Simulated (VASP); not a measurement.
# CoSn2 (I4/mcm) in VASP: notebook, part 2 of 2

VASP 6.6.1. Earlier steps stand in the parts before.

## 3. Single point, PBEsol

This run uses another cell than the first one, of 18.42 Å³/atom.

File INCAR:

```
SYSTEM = CoSn2
  PREC = Accurate
  ENCUT = 520
  EDIFF = 1E-6
  ISMEAR = 0
  SIGMA = 0.1
  LREAL = .False.
  LASPH = .True.
  NELM = 60
  ALGO = Fast
  ISIF = 2
  LWAVE = .False.
  LCHARG = .True.
  GGA = PS
  LELF = .True.
  LVHAR = .True.
  NBANDS = 46
```

File KPOINTS:

```
regular mesh
0
Gamma
  8 8 8
  0 0 0
```

File POSCAR:

```
CoSn2
1.0
   -3.1825000000      3.1825000000      2.7285000000
    3.1825000000     -3.1825000000      2.7285000000
    3.1825000000      3.1825000000     -2.7285000000
Co Sn
2 4
Direct
    0.2500000000      0.2500000000      0.0000000000
    0.7500000000      0.7500000000      0.0000000000
    0.6668201296      0.1668201296      0.8336402592
    0.1668201296      0.3331798704      0.5000000000
    0.3331798704      0.8331798704      0.1663597408
    0.8331798704      0.6668201296      0.5000000000
```

Potentials or basis: VASP PAW PBE potentials, release 64 (Co, Sn_d).

Launch:

```sh
> cat potpaw_PBE.64/Co/POTCAR potpaw_PBE.64/Sn_d/POTCAR > POTCAR
> mpirun -np 1 vasp_std > vasp.out
```

OUTCAR:

```text
SYSTEM = CoSn2
   PREC = Accurate
   ENCUT = 520
   EDIFF = 1E-6
   ISMEAR = 0
   LREAL = .False.
   LASPH = .True.
   NELM = 60
   ISIF = 2
   GGA = PS

 ion  position               nearest neighbor table
   1  0.250  0.250  0.000-   2 2.73   2 2.73   5 2.74   3 2.74   6 2.74   4 2.74   6 2.74   4 2.74
                             3 2.74   5 2.74
   2  0.750  0.750  0.000-   1 2.73   1 2.73   5 2.74   3 2.74   6 2.74   6 2.74   4 2.74   4 2.74
                             5 2.74   3 2.74
   3  0.667  0.167  0.834-   1 2.74   2 2.74   1 2.74   2 2.74   5 3.00   5 3.11   5 3.11   4 3.35
                             6 3.35   6 3.35   4 3.35   4 3.46   6 3.46   6 3.46   4 3.46
   4  0.167  0.333  0.500-   2 2.74   1 2.74   1 2.74   2 2.74   6 3.00   6 3.11   6 3.11   5 3.35
                             3 3.35   5 3.35   3 3.35   3 3.46   5 3.46   5 3.46   3 3.46
   5  0.333  0.833  0.166-   1 2.74   2 2.74   1 2.74   2 2.74   3 3.00   3 3.11   3 3.11   6 3.35
                             4 3.35   6 3.35   4 3.35   6 3.46   4 3.46   4 3.46   6 3.46
   6  0.833  0.667  0.500-   1 2.74   2 2.74   2 2.74   1 2.74   4 3.00   4 3.11   4 3.11   5 3.35
                             3 3.35   5 3.35   3 3.35   3 3.46   5 3.46   3 3.46   5 3.46

  LATTYP: Found a body centered tetragonal cell.
 ALAT       =     6.3650000000
 C/A-ratio  =     0.8573448547

  Lattice vectors:

 A1 = (  -3.1825000000,   3.1825000000,   2.7285000000)
 A2 = (   3.1825000000,  -3.1825000000,   2.7285000000)
 A3 = (   3.1825000000,   3.1825000000,  -2.7285000000)

Analysis of symmetry for initial positions (statically):
=====================================================================
 Subroutine PRICEL returns:
 Original cell was already a primitive cell.

 Routine SETGRP: Setting up the symmetry group for a
 body centered tetragonal supercell.

 Subroutine GETGRP returns: Found 16 space group operations
 (whereof  8 operations were pure point group operations)
 out of a pool of 16 trial point group operations.

The static configuration has the point symmetry C_4h.
 The point group associated with its full space group is D_4h.

Analysis of symmetry for dynamics (positions and initial velocities):
=====================================================================
 Subroutine PRICEL returns:
 Original cell was already a primitive cell.

 Routine SETGRP: Setting up the symmetry group for a
 body centered tetragonal supercell.

 Subroutine GETGRP returns: Found 16 space group operations
 (whereof  8 operations were pure point group operations)
 out of a pool of 16 trial point group operations.

The dynamic configuration has the point symmetry C_4h.
 The point group associated with its full space group is D_4h.

 Subroutine INISYM returns: Found 16 space group operations
 (whereof  8 operations are pure point group operations),
 and found     1 'primitive' translations

----------------------------------------------------------------------------------------

                                     Primitive cell

  volume of cell :     110.5403

  direct lattice vectors                    reciprocal lattice vectors
    -3.182500000  3.182500000  2.728500000     0.000000000  0.157109191  0.183250870
     3.182500000 -3.182500000  2.728500000     0.157109191  0.000000000  0.183250870
     3.182500000  3.182500000 -2.728500000     0.157109191  0.157109191  0.000000000

  length of vectors
     5.263204798  5.263204798  5.263204798     0.241379741  0.241379741  0.222185949

  position of ions in fractional coordinates (direct lattice)
[... 45 lines left out ...]
  0.125000  0.000000  0.000000      8.000000
  0.250000  0.000000  0.000000      8.000000
  0.375000 -0.000000  0.000000      8.000000
  0.500000  0.000000  0.000000      4.000000
  0.125000  0.125000  0.000000      8.000000
[... 16 lines left out ...]
  0.250000  0.125000  0.125000     16.000000
  0.375000  0.125000  0.125000      8.000000
 [... further k-points ...]
   k-points           NKPTS =     59   k-points in BZ     NKDIM =     59   number of bands    NBANDS=     46
   number of dos      NEDOS =    301   number of ions     NIONS =      6
   total plane-waves  NPLWV =  64000
   dimension x,y,z NGX =    40 NGY =   40 NGZ =   40
   dimension x,y,z NGXF=    80 NGYF=   80 NGZF=   80
   ions per type =               2   4
   NGX,Y,Z   is equivalent  to a cutoff of  12.63, 12.63, 12.63 a.u.
   NGXF,Y,Z  is equivalent  to a cutoff of  25.27, 25.27, 25.27 a.u.
 SYSTEM =  CoSn2
   PREC   = accura    normal or accurate (medium, high low for compatibility)
   ISTART =      0    job   : 0-new  1-cont  2-samecut
   ICHARG =      2    charge: 1-file 2-atom 10-const
   ISPIN  =      1    spin polarized calculation?
   LNONCOLLINEAR =      F non collinear calculations
   LSORBIT =      F    spin-orbit coupling
   LASPH  =      T    aspherical Exc in radial PAW
   ENCUT  =  520.0 eV  38.22 Ry    6.18 a.u.   9.79  9.79  9.79*2*pi/ulx,y,z
   NELM   =     60;   NELMIN=  2; NELMDL= -5     # of ELM steps
   EDIFF  = 0.1E-05   stopping-criterion for ELM
   LREAL  =      F    real-space projection
   EDIFFG = 0.1E-04   stopping-criterion for IOM
   NSW    =      0    number of steps for IOM
   IBRION =     -1    ionic relax: 0-MD 1-quasi-New 2-CG
   NFREE  =      0    steps in history (QN), initial steepest desc. (CG)
   ISIF   =      2    stress and relaxation
   ISYM   =      2    0-nonsym 1-usesym 2-fastsym
   POTIM  = 0.5000    time-step for ionic-motion
   TEBEG  =    0.0;   TEEND  =   0.0 temperature during run
   PSTRESS=    0.0 pullay stress
   NELECT =      74.0000    total number of electrons
   NUPDOWN=      -1.0000    fix difference up-down
   EMIN   =  10.00;   EMAX   =-10.00  energy-range for DOS
   EFERMI =   0.00;   METHOD = LEGACY
   ISMEAR =     0;   SIGMA  =   0.10  broadening in eV -4-tet -1-fermi 0-gaus
   EFERMI_NEDOS =   21; number of points for ismear=-14 and -15
   IALGO  =     68    algorithm
   IMIX   =      4    mixing-type and parameters
     AMIX     =   0.40;   BMIX     =  1.00
     AMIX_MAG =   1.60;   BMIX_MAG =  1.00
  volume/ion in A,a.u.               =      18.42       124.33
  Fermi-wavevector in a.u.,A,eV,Ry     =   1.432117  2.706309 27.904990  2.050959
  Thomas-Fermi vector in A             =   2.551779
   LORBIT       =      0    0 simple, 1 ext, 2 COOP (PROOUT), +10 PAW based schemes
   GGA     = PS    functional components
   LHFCALC =     F    Hartree Fock is set to
   AEXX    =    0.0000 exact exchange contribution
   IVDW    =     0    specifies the selected vdW correction
   LEPSILON=     F    determine dielectric tensor
   LRPA    =     F    only Hartree local field effects (RPA)
 non-spin polarized calculation
 RMM-DIIS sequential band-by-band and
 Gauss-broadening in eV      SIGMA  =   0.10
  energy-cutoff  :      520.00
  volume of cell :      110.54
 maximum number of plane-waves:      3023
   NGX = 19   NGY = 19   NGZ = 19

 number of electron      74.0000011 magnetization

 Free energy of the ion-electron system (eV)
  ---------------------------------------------------
  ext. energy  EPLUGINS =         0.00000000
  ---------------------------------------------------
  free energy    TOTEN  =       -33.24434662 eV

  energy without entropy =      -33.22767444  energy(sigma->0) =      -33.23601053

 E-fermi :  10.3141     XC(G=0): -11.9037

 val. band max:       10.3121940307   @ k =  -0.2500  -0.2500   0.1250
 cond. band min:      10.3199165514   @ k =   0.2500   0.1250   0.1250
 fundamental gap:      0.0077225208
 Fermi energy:        10.3140701429

 k-point     1 :       0.0000    0.0000    0.0000
  band No.  band energies     occupation
      1     -11.1451      2.00000
      2     -11.1124      2.00000
      3     -11.0962      2.00000
      4     -11.0924      2.00000
      5     -11.0898      2.00000
      6     -11.0898      2.00000
[... 1165 lines left out ...]
     45      14.4867      0.00000
     46      14.4867      0.00000

 [... further k-points ...]
[... 5 lines left out ...]
  --------------------------------------------------------------------------------------
  -------------------------------------------------------------------------------------
  Total       -2.9748148     -2.9748148     -2.6082096      0.0000000      0.0000000      0.0000000
  in kB      -43.1171200    -43.1171200    -37.8035255      0.0000000      0.0000000      0.0000000
  external PRESSURE =     -41.3459219 kB  Pullay stress =       0.0000000 kB

 VOLUME and BASIS-vectors are now :
 -----------------------------------------------------------------------------
  energy-cutoff  :      520.00
  volume of cell :      110.54
      direct lattice vectors                 reciprocal lattice vectors
    -3.182500000  3.182500000  2.728500000     0.000000000  0.157109191  0.183250870
     3.182500000 -3.182500000  2.728500000     0.157109191  0.000000000  0.183250870
     3.182500000  3.182500000 -2.728500000     0.157109191  0.157109191  0.000000000

 POSITION                                       TOTAL-FORCE (eV/Angst)
 -----------------------------------------------------------------------------------
      0.00000      0.00000      1.36425        -0.000000      0.000000     -0.000000
      0.00000      0.00000      4.09275         0.000000     -0.000000     -0.000000
      1.06181      4.24431     -0.00000        -0.001858     -0.001858     -0.000000
      2.12069      1.06181      0.00000         0.001858     -0.001858      0.000000
      2.12069     -1.06181      2.72850         0.001858      0.001858      0.000000
      1.06181      2.12069      2.72850        -0.001858      0.001858     -0.000000
 -----------------------------------------------------------------------------------
    total drift:                                0.000000     -0.000000      0.000000

  FREE ENERGIE OF THE ION-ELECTRON SYSTEM (eV)
  ---------------------------------------------------
  free  energy   TOTEN  =       -33.2443466205 eV

  energy  without entropy=      -33.2276744433  energy(sigma->0) =      -33.23601053
```

Run time: 11 min. Hardware: 1 thread of Intel Xeon 8259CL, shared host; peak memory 0.4 GiB.

What came out:

```
Free energy            : -33.2443 eV
Pressure               : -4.1 GPa
Band gap on the k mesh : zero (bands 37 and 38 overlap by 1.49 eV)
```

Forces in eV/Å, atoms in the order of the input:
```
Co   0.000  0.000  0.000
Co   0.000  0.000  0.000
Sn  -0.002 -0.002  0.000
Sn   0.002 -0.002  0.000
Sn   0.002  0.002  0.000
Sn  -0.002  0.002  0.000
```

Levels at points of the mesh, in eV from the Fermi level:
```
           k point  band 33  band 34  band 35  band 36  band 37  band 38  band 39  band 40  band 41  band 42
(0.00, 0.00, 0.00)    -1.84    -1.26    -1.08    -1.02    -0.55    -0.55     0.38     0.42     0.42     0.69
(0.50, 0.00, 0.00)    -0.97    -0.97    -0.68    -0.68     0.21     0.21     1.85     1.85     3.20     3.20
(0.50, 0.50, 0.00)    -1.33    -1.07    -1.02    -0.66    -0.55     0.70     0.78     1.26     2.81     3.62
(0.50, 0.50, 0.50)    -0.82    -0.65    -0.65     0.13     0.27     1.64     2.57     2.69     2.69     2.83
```

Caveat: the cell stands under tension; the PAW data sets were made with another functional, which shifts forces and pressure a little; spin-orbit coupling is left out, which moves the levels of the heavy elements; the run has no spin polarisation, though such a crystal can be magnetic. Spin polarisation is off, so any magnetic state and its effect on volume and gap are missing.

## 4. Single point, PBEsol (18.80 Å³/atom)

This run uses another cell than the first one, of 18.80 Å³/atom.

File INCAR:

```
SYSTEM = CoSn2
PREC     = Accurate       ! precision mode
ENCUT    = 520            ! plane-wave cutoff, eV
EDIFF    = 1E-6           ! SCF threshold, eV
ISMEAR   = 0              ! smearing method
SIGMA    = 0.1            ! smearing width, eV
LREAL    = .False.        ! projectors in reciprocal space
LASPH    = .True.         ! aspherical terms in the spheres
NELM     = 100            ! most SCF steps
ALGO     = Fast           ! electronic algorithm
ISIF     = 2              ! what is computed and relaxed
LWAVE    = .False.        ! write WAVECAR
LCHARG   = .False.        ! write CHGCAR
GGA      = PS             ! functional
NBANDS   = 46             ! bands
```

KPOINTS is that of step 3.

File POSCAR:

```
CoSn2
1.0
   -3.1989809931      3.1989809931      2.7557916352
    3.1989809931     -3.1989809931      2.7557916352
    3.1989809931      3.1989809931     -2.7557916352
Co Sn
2 4
Direct
    0.2500000000      0.2500000000      0.0000000000
    0.7500000000      0.7500000000      0.0000000000
    0.6671446524      0.1671446524      0.8342893049
    0.1671446524      0.3328553476      0.5000000000
    0.3328553476      0.8328553476      0.1657106951
    0.8328553476      0.6671446524      0.5000000000
```

Launch:

```sh
> cat potpaw_PBE.64/Co/POTCAR potpaw_PBE.64/Sn_d/POTCAR > POTCAR
> mpirun -np 1 vasp_std > vasp.out
```

It took 10 min on 1 thread of Intel Xeon 8259CL, shared host; peak memory 0.4 GiB.

It converged, with:

| Quantity | Value |
| --- | --- |
| Free energy | -33.1743 eV |
| Pressure | -6.0 GPa |
| Largest force | 0.005 eV/Å |
| Band gap on the k mesh | zero (bands 37 and 38 overlap by 1.43 eV) |

Forces in eV/Å, atoms in the order of the input:
```
Co   0.000  0.000  0.000
Co   0.000  0.000  0.000
Sn   0.003  0.003  0.000
Sn  -0.003  0.003  0.000
Sn  -0.003 -0.003  0.000
Sn   0.003 -0.003  0.000
```

Levels at points of the mesh, in eV from the Fermi level:
```csv
k point,band 34,band 35,band 36,band 37,band 38,band 39,band 40,band 41
"(0.00, 0.00, 0.00)",-1.20,-1.04,-1.00,-0.54,-0.54,0.38,0.38,0.38
"(0.50, 0.00, 0.00)",-0.94,-0.66,-0.66,0.21,0.21,1.76,1.76,3.16
"(0.50, 0.50, 0.00)",-1.03,-0.99,-0.65,-0.54,0.67,0.77,1.20,2.72
"(0.50, 0.50, 0.50)",-0.64,-0.64,0.04,0.25,1.61,2.53,2.69,2.69
```

Caveat: the cell stands under tension; the PAW data sets were made with another functional, which shifts forces and pressure a little; spin-orbit coupling is left out, which moves the levels of the heavy elements; the run has no spin polarisation, though such a crystal can be magnetic. Spin polarisation is off, so any magnetic state and its effect on volume and gap are missing.

## 5. Single point, PBEsol (19.51 Å³/atom)

This run uses another cell than the first one, of 19.51 Å³/atom.

File INCAR:

```
  PREC = Accurate
  ENCUT = 520
  EDIFF = 1E-6
  ISMEAR = 0
  SIGMA = 0.1
  LREAL = False
  LASPH = True
  NELM = 100
  ALGO = Fast
  ISIF = 2
  LWAVE = False
  LCHARG = False
  GGA = PS
  NBANDS = 46
```

File KPOINTS:

```
Automatic mesh
0
Gamma
  8 8 8
```

File POSCAR:

```
CoSn2
1.0
   -3.2361334912      3.2361334912      2.7944970841
    3.2361334912     -3.2361334912      2.7944970841
    3.2361334912      3.2361334912     -2.7944970841
Co Sn
2 4
Direct
    0.2500000000      0.2500000000      0.0000000000
    0.7500000000      0.7500000000      0.0000000000
    0.6679443382      0.1679443382      0.8358886764
    0.1679443382      0.3320556618      0.5000000000
    0.3320556618      0.8320556618      0.1641113236
    0.8320556618      0.6679443382      0.5000000000
```

Launch:

```sh
> cat potpaw_PBE.64/Co/POTCAR potpaw_PBE.64/Sn_d/POTCAR > POTCAR
> mpirun -np 1 vasp_std > vasp.out
```

Wall time 11 min (1 thread of Intel Xeon 8259CL, shared host); peak memory 0.41 GiB.

The run converged. Its results:

- Free energy: -32.9783 eV
- Pressure: -8.8 GPa
- Largest force: 0.004 eV/Å
- Band gap on the k mesh: zero (bands 37 and 38 overlap by 1.31 eV)

Forces in eV/Å, atoms in the order of the input:
```
Co   0.000  0.000  0.000
Co   0.000  0.000  0.000
Sn   0.003  0.003  0.000
Sn  -0.003  0.003  0.000
Sn  -0.003 -0.003  0.000
Sn   0.003 -0.003  0.000
```

Levels at points of the mesh, in eV from the Fermi level:
```csv
k point,band 35,band 36,band 37,band 38,band 39,band 40
"(0.00, 0.00, 0.00)",-0.98,-0.96,-0.52,-0.52,0.32,0.32
"(0.50, 0.00, 0.00)",-0.62,-0.62,0.21,0.21,1.64,1.64
"(0.50, 0.50, 0.00)",-0.93,-0.62,-0.52,0.63,0.73,1.07
"(0.50, 0.50, 0.50)",-0.61,-0.09,0.24,1.60,2.44,2.60
```

Caveat: the cell stands under tension; the PAW data sets were made with another functional, which shifts forces and pressure a little; spin-orbit coupling is left out, which moves the levels of the heavy elements; the run has no spin polarisation, though such a crystal can be magnetic. Spin polarisation is off, so any magnetic state and its effect on volume and gap are missing.

## 6. The runs side by side

```csv
cell,smearing,gap on the mesh (eV),pressure (GPa)
"a = 5.196 Å, angles 105.6, 105.6, 117.4°, 6 atoms, atomic positions A",gaussian 0.15 eV,none,0.0
"a = 5.263 Å, angles 105.6, 105.6, 117.5°, 6 atoms, atomic positions A",gaussian 0.1 eV,none,-4.1
"a = 5.297 Å, angles 105.7, 105.7, 117.3°, 6 atoms, atomic positions A",gaussian 0.1 eV,none,-6.0
"a = 5.362 Å, angles 105.8, 105.8, 117.2°, 6 atoms, atomic positions B",gaussian 0.1 eV,none,-8.8
```

Alike in all rows: task single point; level PBEsol; potentials or basis VASP PAW PBE potentials, release 64 (Co, Sn_d); no spin polarisation; k mesh 8 × 8 × 8; cutoff (eV) 520.

Caveats: the PAW data sets were made with another functional, which shifts forces and pressure a little; spin-orbit coupling is left out, which moves the levels of the heavy elements; the run has no spin polarisation, though such a crystal can be magnetic; the cell stands under tension (at least some runs).

Absolute energies hang on the potentials; compare differences alone.
